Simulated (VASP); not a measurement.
Runs of VASP 6.6.1 on HfGe3. The structure is that of space group Pm-3m (No. 221), or close to it. The cells are those of the table. 

```csv
cell,smearing,gap on the mesh (eV),pressure (GPa)
"a = 4.189 Å, 4 atoms",methfessel-paxton 0.025 eV,none,-0.3
"a = 4.217 Å, 4 atoms",gaussian 0.05 eV,none,(a)
"a = 4.133 Å, 4 atoms",gaussian 0.05 eV,none,3.8
"a = 4.142 Å, 4 atoms",gaussian 0.05 eV,none,3.1
"a = 4.189 Å, 4 atoms",gaussian 0.05 eV,none,-0.3
```

Alike in all rows: task single point; level PBE; potentials or basis VASP PAW PBE potentials, release 64 (Hf_pv, Ge_d); no spin polarisation; k mesh 8 × 8 × 8; cutoff (eV) 520.

Problem. Estimate the missing entries.

Solution. (a) -2.0.

Caveats: spin-orbit coupling is left out, which moves the levels of the heavy elements; the cell stands under pressure (at least some runs).

A k mesh can miss the band edges, and the runs leave out spin-orbit coupling on Ge, Hf.

A gap of «none» marks levels without a gap at the run's occupations.
